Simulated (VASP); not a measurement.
A run of VASP 6.6.1 is set up as follows.

File INCAR:

```
SYSTEM = SiC
PREC     = Accurate       ! precision mode
ENCUT    = 600            ! plane-wave cutoff, eV
EDIFF    = 1E-6           ! SCF threshold, eV
ISMEAR   = -1             ! smearing method
SIGMA    = 0.02           ! smearing width, eV
LREAL    = .FALSE.        ! projectors in reciprocal space
LASPH    = .TRUE.         ! aspherical terms in the spheres
NELM     = 100            ! most SCF steps
ALGO     = Normal         ! electronic algorithm
ISIF     = 3              ! what is computed and relaxed
LWAVE    = .FALSE.        ! write WAVECAR
LCHARG   = .FALSE.        ! write CHGCAR
GGA      = PE             ! functional
IBRION   = 2              ! ionic algorithm
NSW      = 80             ! ionic steps
EDIFFG   = -0.005         ! ionic threshold
```

File KPOINTS:

```
Automatic mesh
0
G
  10 10 10
  0 0 0
```

Contents of POSCAR:

```
SiC
1.0
    0.0000000000      2.0917400253      2.0917400253
    2.0917400253      0.0000000000      2.0917400253
    2.0917400253      2.0917400253      0.0000000000
Si C
1 1
Direct
    0.0000000000      0.0000000000      0.0000000000
    0.2500000000      0.2500000000      0.2500000000
```

Potentials or basis: VASP PAW PBE potentials, release 64 (Si, C).

The run is started by

```sh
$ cat potpaw_PBE.64/Si/POTCAR potpaw_PBE.64/C/POTCAR > POTCAR
$ mpirun -np 1 vasp_std > vasp.out
```

Problem. Estimate the band gap on the k mesh.

Solution. 1.37 eV, indirect (least direct gap 4.53 eV).

Problem. What does it give for the relaxed cell?

Solution. a = 3.096 Å, b = 3.096 Å, c = 3.096 Å, α = 60.00°, β = 60.00°, γ = 60.00°.

Problem. Estimate the relaxed volume.

Solution. 10.50 Å³/atom.

Step by step:
```csv
step,energy change (eV),largest force (eV/Å),pressure (GPa),volume (Å³)
1,0.0000,0.0000,37.86,18.30
2,0.0382,0.0000,-24.69,24.65
3,-0.2840,0.0000,-0.84,21.08
4,-0.2842,0.0000,-0.12,21.01
5,-0.2841,0.0000,0.45,20.95
6,-0.2841,0.0000,0.44,20.95
7,-0.2841,0.0000,0.42,20.95
8,-0.2841,0.0000,0.41,20.95
9,-0.2841,0.0000,0.41,20.95
10,-0.2841,0.0000,0.41,20.95
11,-0.2841,0.0000,0.40,20.95
12,-0.2841,0.0000,0.40,20.95
13,-0.2842,0.0000,0.39,20.96
14,-0.2842,0.0000,0.37,20.96
15,-0.2842,0.0000,0.32,20.96
16,-0.2842,0.0000,0.22,20.97
17,-0.2842,0.0000,0.01,20.99
```

A k mesh can miss the band edges. PBE gaps usually lie below the measured ones, often by a third to a half.
